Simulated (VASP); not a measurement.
Here is a VASP 6.6.1 calculation.

File POSCAR:

```
NaI
1.0
    0.0000000000      3.3334920000      3.2849460000
    3.3334920000      0.0000000000      3.2849460000
    3.3334920000      3.3334920000      0.0000000000
Na I
1 1
Direct
    0.0000000000      0.0000000000      0.0000000000
    0.5000000000      0.5000000000      0.5000000000
```

Contents of INCAR.step1:

```
SYSTEM = NaI
ALGO     = Normal         ! electronic algorithm
EDIFF    = 1E-4           ! SCF threshold, eV
ENCUT    = 520            ! plane-wave cutoff, eV
GGA      = PE             ! functional
ISMEAR   = 0              ! smearing method
LASPH    = .TRUE.         ! aspherical terms in the spheres
LCHARG   = .FALSE.        ! write CHGCAR
LREAL    = .FALSE.        ! projectors in reciprocal space
LWAVE    = .TRUE.         ! write WAVECAR
NBANDS   = 14             ! bands
NELM     = 60             ! most SCF steps
PREC     = Accurate       ! precision mode
SIGMA    = 0.05           ! smearing width, eV
```

The input INCAR.step2:

```
SYSTEM = NaI
ALGO     = Normal         ! electronic algorithm
EDIFF    = 1E-7           ! SCF threshold, eV
ENCUT    = 520            ! plane-wave cutoff, eV
ISIF     = 2              ! what is computed and relaxed
ISMEAR   = 0              ! smearing method
ISTART   = 1            
LASPH    = .TRUE.         ! aspherical terms in the spheres
LCHARG   = .FALSE.        ! write CHGCAR
LMIXTAU  = .TRUE.       
LREAL    = .FALSE.        ! projectors in reciprocal space
LWAVE    = .FALSE.        ! write WAVECAR
METAGGA  = R2SCAN         ! meta-GGA
NBANDS   = 14             ! bands
NELM     = 60             ! most SCF steps
PREC     = Accurate       ! precision mode
SIGMA    = 0.05           ! smearing width, eV
```

KPOINTS

```
k-points
0
G
  6 6 6
  0 0 0
```

Potentials or basis: VASP PAW PBE potentials, release 64 (Na_pv, I).

Command:

```sh
$ cat potpaw_PBE.64/Na_pv/POTCAR potpaw_PBE.64/I/POTCAR > POTCAR
$ cp INCAR.step1 INCAR
$ mpirun -np 1 vasp_std > vasp.out
$ cp INCAR.step2 INCAR
$ mpirun -np 1 vasp_std > vasp.out
```

**Question.** What does it give for the pressure?

**Answer.** -1.2 GPa.

**Question.** Predict the band gap on the k mesh.

**Answer.** 4.22 eV, direct.

Stress tensor (GPa, compression positive):
```
-1.27  0.00  0.00
 0.00 -1.27  0.00
 0.00  0.00 -1.01
```

Caveat: the cell differs from its parent crystal (strain +0.030 along x and y, +0.015 along z); the PAW data sets were made with another functional, which shifts forces and pressure a little; spin-orbit coupling is left out, which moves the levels of the heavy elements.
